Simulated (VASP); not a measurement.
# Te2Pt (P-3m1) in VASP: further runs, part 2 of 2

VASP 6.6.1. Earlier steps stand in the parts before.

## Step 4: Single point, PBE, collinear spin (30.34 Å³/atom)

This run uses another cell than the first one, of 30.34 Å³/atom.

INCAR

```
PREC     = Accurate       # precision mode
ENCUT    = 500            # plane-wave cutoff, eV
EDIFF    = 1E-6           # SCF threshold, eV
ISMEAR   = 0              # smearing method
SIGMA    = 0.15           # smearing width, eV
LREAL    = F              # projectors in reciprocal space
LASPH    = T              # aspherical terms in the spheres
NELM     = 200            # most SCF steps
ALGO     = Normal         # electronic algorithm
ISIF     = 2              # what is computed and relaxed
LWAVE    = F              # write WAVECAR
LCHARG   = F              # write CHGCAR
ISPIN    = 2              # spin polarisation
MAGMOM   = 0 0 0.25       # initial moments
LORBIT   = 11             # projections on sites
NUPDOWN  = 0.25           # fixed moment
LMAXMIX  = 4              # l up to which the mixer works
GGA      = PE             # functional
NBANDS   = 22             # bands
GGA_COMPAT= F
```

KPOINTS

```
Automatic mesh
0
Gamma
  12 12 8
```

POSCAR

```
Te2Pt
1.0
    4.3041829986      0.0000000000      0.0000000000
   -2.1520914993      3.7275318194      0.0000000000
    0.0000000000      0.0000000000      5.6725952786
Te Pt
2 1
Direct
    0.3333333333      0.6666666667      0.2528728645
    0.6666666667      0.3333333333      0.7471271355
    0.0000000000      0.0000000000      0.0000000000
```

Potentials or basis: VASP PAW PBE potentials, release 64 (Te, Pt).

Run with:

```
$ cat potpaw_PBE.64/Te/POTCAR potpaw_PBE.64/Pt/POTCAR > POTCAR
$ mpirun -np 1 vasp_std > vasp.out
```

OUTCAR:

```text
PREC = Accurate
   ENCUT = 500
   EDIFF = 1E-6
   ISMEAR = 0
   LREAL = F
   LASPH = T
   NELM = 200
   ISIF = 2
   ISPIN = 2
   LORBIT = 11
   NUPDOWN = 0.25
   GGA = PE

 ion  position               nearest neighbor table
   1  0.333  0.667  0.253-   3 2.87   3 2.87   3 2.87
   2  0.667  0.333  0.747-   3 2.87   3 2.87   3 2.87
   3  0.000  0.000  0.000-   1 2.87   2 2.87   2 2.87   1 2.87   2 2.87   1 2.87

  LATTYP: Found a hexagonal cell.
 ALAT       =     4.3041829986
 C/A-ratio  =     1.3179261385

  Lattice vectors:

 A1 = (   4.3041829986,   0.0000000000,   0.0000000000)
 A2 = (  -2.1520914993,   3.7275318194,   0.0000000000)
 A3 = (   0.0000000000,   0.0000000000,   5.6725952786)

Analysis of symmetry for initial positions (statically):
=====================================================================
 Subroutine PRICEL returns:
 Original cell was already a primitive cell.

 Routine SETGRP: Setting up the symmetry group for a
 hexagonal supercell.

 Subroutine GETGRP returns: Found 12 space group operations
 (whereof 12 operations were pure point group operations)
 out of a pool of 24 trial point group operations.

The static configuration has the point symmetry D_3d.

Analysis of symmetry for dynamics (positions and initial velocities):
=====================================================================
 Subroutine PRICEL returns:
 Original cell was already a primitive cell.

 Routine SETGRP: Setting up the symmetry group for a
 hexagonal supercell.

 Subroutine GETGRP returns: Found 12 space group operations
 (whereof 12 operations were pure point group operations)
 out of a pool of 24 trial point group operations.

The dynamic configuration has the point symmetry D_3d.

Analysis of structural, dynamic, and magnetic symmetry:
=====================================================================
 Subroutine PRICEL returns:
 Original cell was already a primitive cell.

 Routine SETGRP: Setting up the symmetry group for a
 hexagonal supercell.

[... 147 lines left out ...]
  ---------------------------------------------------
  ext. energy  EPLUGINS =         0.00000000
  ---------------------------------------------------
  free energy    TOTEN  =       -13.09265013 eV

  energy without entropy =      -13.07712042  energy(sigma->0) =      -13.08488528

 E-fermi :   5.5413     XC(G=0):  -9.4980

 val. band max:        5.8307165787   @ k =   0.0833   0.0000   0.2500
 cond. band min:       5.5420855814   @ k =   0.0833   0.0000   0.3750
 fundamental gap:     -0.2886309973
 Fermi energy:         5.8430604046

 spin component 1

 k-point     1 :       0.0000    0.0000    0.0000
  band No.  band energies     occupation
      1      -6.7339      1.00000
      2      -4.6121      1.00000
      3       0.4920      1.00000
      4       1.3009      1.00000
      5       1.3009      1.00000
      6       2.9239      1.00000
[... 589 lines left out ...]
     21      15.0139      0.00000
     22      15.8166      0.00000

 [... further k-points ...]

 spin component 2

 k-point     1 :       0.0000    0.0000    0.0000
  band No.  band energies     occupation
      1      -6.6822      1.00000
      2      -4.5581      1.00000
      3       0.5465      1.00000
      4       1.3563      1.00000
      5       1.3563      1.00000
      6       2.9616      1.00000
[... 589 lines left out ...]
     21      15.0709      0.00000
     22      15.8740      0.00000

 [... further k-points ...]
[... 5 lines left out ...]
  --------------------------------------------------------------------------------------
  -------------------------------------------------------------------------------------
  Total       -6.0666154     -6.0666154     -4.3679477      0.0000000      0.0000000      0.0000000
  in kB     -106.7980092   -106.7980092    -76.8942968      0.0000000      0.0000000      0.0000000
  external PRESSURE =     -96.8301051 kB  Pullay stress =       0.0000000 kB

 VOLUME and BASIS-vectors are now :
 -----------------------------------------------------------------------------
  energy-cutoff  :      500.00
  volume of cell :       91.01
      direct lattice vectors                 reciprocal lattice vectors
     4.304182999  0.000000000  0.000000000     0.232332129  0.134137017  0.000000000
    -2.152091499  3.727531819  0.000000000     0.000000000  0.268274035  0.000000000
     0.000000000  0.000000000  5.672595279     0.000000000  0.000000000  0.176286153

 POSITION                                       TOTAL-FORCE (eV/Angst)
 -----------------------------------------------------------------------------------
     -0.00000      2.48502      1.43445        -0.000000      0.000000     -1.070948
      2.15209      1.24251      4.23815         0.000000      0.000000      1.070948
      0.00000      0.00000      0.00000        -0.000000      0.000000      0.000000
 -----------------------------------------------------------------------------------
    total drift:                                0.000000     -0.000000      0.000000

  FREE ENERGIE OF THE ION-ELECTRON SYSTEM (eV)
  ---------------------------------------------------
  free  energy   TOTEN  =       -13.0926501342 eV

  energy  without entropy=      -13.0771204217  energy(sigma->0) =      -13.08488528

 total charge

# of ion       s       p       d       tot
------------------------------------------
    1        1.403   1.786   0.039   3.228
    2        1.403   1.786   0.039   3.228
    3        0.589   0.436   7.993   9.018
--------------------------------------------------
tot          3.395   4.007   8.072  15.474

 magnetization (x)

# of ion       s       p       d       tot
------------------------------------------
    1        0.005   0.042   0.001   0.047
    2        0.005   0.042   0.001   0.047
    3        0.000   0.004   0.072   0.075
--------------------------------------------------
tot          0.009   0.087   0.074   0.170
```

OSZICAR:

```text
N       E                     dE             d eps       ncg     rms          rms(c)
DAV:   1     0.932230606134E+02    0.93223E+02   -0.82787E+03 11560   0.783E+02
DAV:   2    -0.858386581202E+01   -0.10181E+03   -0.96717E+02 13822   0.156E+02
DAV:   3    -0.133797489424E+02   -0.47959E+01   -0.47446E+01 14266   0.328E+01
DAV:   4    -0.134502933169E+02   -0.70544E-01   -0.70527E-01 14394   0.439E+00
DAV:   5    -0.134515249887E+02   -0.12317E-02   -0.12317E-02 14402   0.516E-01    0.923E+00
DAV:   6    -0.132721781093E+02    0.17935E+00   -0.19720E+00 12758   0.987E+00    0.627E+00
DAV:   7    -0.131141596922E+02    0.15802E+00   -0.42605E-01 12194   0.535E+00    0.315E+00
DAV:   8    -0.130932502772E+02    0.20909E-01   -0.67306E-02 14102   0.151E+00    0.803E-01
DAV:   9    -0.130926042053E+02    0.64607E-03   -0.41539E-03 13352   0.440E-01    0.525E-01
DAV:  10    -0.130926381028E+02   -0.33897E-04   -0.44282E-04 14144   0.101E-01    0.266E-01
DAV:  11    -0.130926539639E+02   -0.15861E-04   -0.25033E-04 12722   0.775E-02    0.508E-02
DAV:  12    -0.130926461115E+02    0.78524E-05   -0.38638E-05 14174   0.390E-02    0.222E-02
DAV:  13    -0.130926484830E+02   -0.23715E-05   -0.42274E-06 13388   0.122E-02    0.182E-02
DAV:  14    -0.130926500982E+02   -0.16152E-05   -0.15182E-06 12546   0.680E-03    0.417E-03
DAV:  15    -0.130926501342E+02   -0.36048E-07   -0.13233E-07  8218   0.190E-03
   1 F= -.13092650E+02 E0= -.13084885E+02  d E =-.155297E-01  mag=     0.2500
```

Run time: 5.3 min. Hardware: 1 thread of Intel Xeon Platinum 8488C (Sapphire Rapids), shared host; peak memory 0.5 GiB.

What came out:

```
Free energy                                           : -13.0927 eV
Pressure                                              : -9.7 GPa
Largest force                                         : 1.071 eV/Å
Net moment                                            : 0.25 μB per cell
Site moments                                          : Te +0.05; Pt +0.07 μB
Valence electrons inside the program's atomic spheres : Te 3.23; Pt 9.02
```

Forces in eV/Å, atoms in the order of the input:
```
Te   0.000  0.000 -1.071
Te   0.000  0.000  1.071
Pt   0.000  0.000  0.000
```

Caveat: the cell stands under tension; spin-orbit coupling is left out, which moves the levels of the heavy elements; the total moment is fixed, so each spin has its own Fermi level and the state may be an excited one; forces of over 1 eV/Å act on the atoms, so gaps and moduli don't describe the material at rest.

## Step 5: Single point, PBE, collinear spin (23.84 Å³/atom)

INCAR

```
SYSTEM = Te2Pt
PREC = Accurate
ENCUT = 500
EDIFF = 1E-6
ISMEAR = 0
SIGMA = 0.15
LREAL = .FALSE.
LASPH = .TRUE.
NELM = 200
ALGO = Normal
ISIF = 2
LWAVE = .FALSE.
LCHARG = .FALSE.
ISPIN = 2
MAGMOM = 0 0 0.312
LORBIT = 11
NUPDOWN = 0.3125
LMAXMIX = 4
GGA = PE
NBANDS = 22
GGA_COMPAT = .FALSE.
```

KPOINTS

```
regular mesh
0
G
  12 12 8
  0 0 0
```

POSCAR

```
Te2Pt
1.0
    3.9717110281      0.0000000000      0.0000000000
   -1.9858555140      3.4396026469      0.0000000000
    0.0000000000      0.0000000000      5.2344217783
Te Pt
2 1
Direct
    0.3333333333      0.6666666667      0.2528728645
    0.6666666667      0.3333333333      0.7471271355
    0.0000000000      0.0000000000      0.0000000000
```

Run with:

```
$ cat potpaw_PBE.64/Te/POTCAR potpaw_PBE.64/Pt/POTCAR > POTCAR
$ mpirun -np 1 vasp_std > vasp.out
```

Run time: 2.7 min. Hardware: 1 thread of Intel Xeon 6975P-C (Granite Rapids), shared host; peak memory 0.42 GiB.

It converged, with:

```yaml
Free_energy: -13.3644 eV
Pressure: 9.8 GPa
Largest_force: 0.989 eV/Å
Net_moment: 0.31 μB per cell
Site_moments: Te +0.06; Pt +0.10 μB
Valence_electrons_inside_the_program's_atomic_spheres: Te 3.37; Pt 9.54
```

Forces in eV/Å, atoms in the order of the input:
```
Te   0.000  0.000  0.989
Te   0.000  0.000 -0.989
Pt   0.000  0.000  0.000
```

Stress tensor (GPa, compression positive):
```
10.84  0.00  0.00
 0.00 10.84  0.00
 0.00  0.00  7.78
```

Caveat: the cell stands under pressure; spin-orbit coupling is left out, which moves the levels of the heavy elements; the total moment is fixed, so each spin has its own Fermi level and the state may be an excited one.

## Step 6: Single point, PBE, collinear spin (23.84 Å³/atom)

INCAR

```
PREC = Accurate
ENCUT = 500
EDIFF = 1E-6
ISMEAR = 0
SIGMA = 0.15
LREAL = False
LASPH = True
NELM = 200
ALGO = Normal
ISIF = 2
LWAVE = False
LCHARG = False
ISPIN = 2
MAGMOM = 0 0 0.062
LORBIT = 11
NUPDOWN = 0.0625
LMAXMIX = 4
GGA = PE
NBANDS = 22
GGA_COMPAT = False
```

KPOINTS

```
Automatic mesh
0
Gamma
  12 12 8
```

POSCAR is that of step 5.

Potentials or basis: VASP PAW PBE potentials, release 64 (Te, Pt).

Run with:

```
$ cat potpaw_PBE.64/Te/POTCAR potpaw_PBE.64/Pt/POTCAR > POTCAR
$ mpirun -np 1 vasp_std > vasp.out
```

It took 2.6 min on 1 thread of Intel Xeon 6975P-C (Granite Rapids), shared host; peak memory 0.42 GiB.

The run converged. Its results:

- Free energy: -13.3974 eV
- Pressure: 9.8 GPa
- Largest force: 0.959 eV/Å
- Net moment: 0.06 μB per cell
- Site moments: Te +0.01; Pt +0.02 μB
- Valence electrons inside the program's atomic spheres: Te 3.37; Pt 9.54

Forces on the atoms (eV/Å):
```
Te   0.000  0.000  0.959
Te   0.000  0.000 -0.959
Pt   0.000  0.000  0.000
```

Stress tensor (GPa, compression positive):
```
10.84  0.00  0.00
 0.00 10.84  0.00
 0.00  0.00  7.68
```

Caveat: the cell stands under pressure; spin-orbit coupling is left out, which moves the levels of the heavy elements; the total moment is fixed, so each spin has its own Fermi level and the state may be an excited one.

## Step 7: The runs side by side

```tsv
fixed moment (μB)	cell	pressure (GPa)	moment (μB)	largest force (eV/Å)
0.375	a = 3.972, b = 3.972, c = 5.234 Å, angles 90.0, 90.0, 120.0°, 3 atoms	9.9	0.38	1.00
0.25	a = 3.972, b = 3.972, c = 5.234 Å, angles 90.0, 90.0, 120.0°, 3 atoms	9.8	0.25	0.98
0.25	a = 4.304, b = 4.304, c = 5.673 Å, angles 90.0, 90.0, 120.0°, 3 atoms	-9.7	0.25	1.07
0.3125	a = 3.972, b = 3.972, c = 5.234 Å, angles 90.0, 90.0, 120.0°, 3 atoms	9.8	0.31	0.99
0.0625	a = 3.972, b = 3.972, c = 5.234 Å, angles 90.0, 90.0, 120.0°, 3 atoms	9.8	0.06	0.96
```

Alike in all rows: task single point; level PBE; potentials or basis VASP PAW PBE potentials, release 64 (Te, Pt); spin collinear; k mesh 12 × 12 × 8; cutoff (eV) 500; smearing gaussian 0.15 eV.

Caveats: spin-orbit coupling is left out, which moves the levels of the heavy elements; the total moment is fixed, so each spin has its own Fermi level and the state may be an excited one; the cell stands under pressure (at least some runs); forces of over 1 eV/Å act on the atoms, so gaps and moduli don't describe the material at rest (at least some runs); the cell stands under tension (at least some runs).

Total energies depend on the potentials used, so only differences within one code and one set of settings carry meaning.
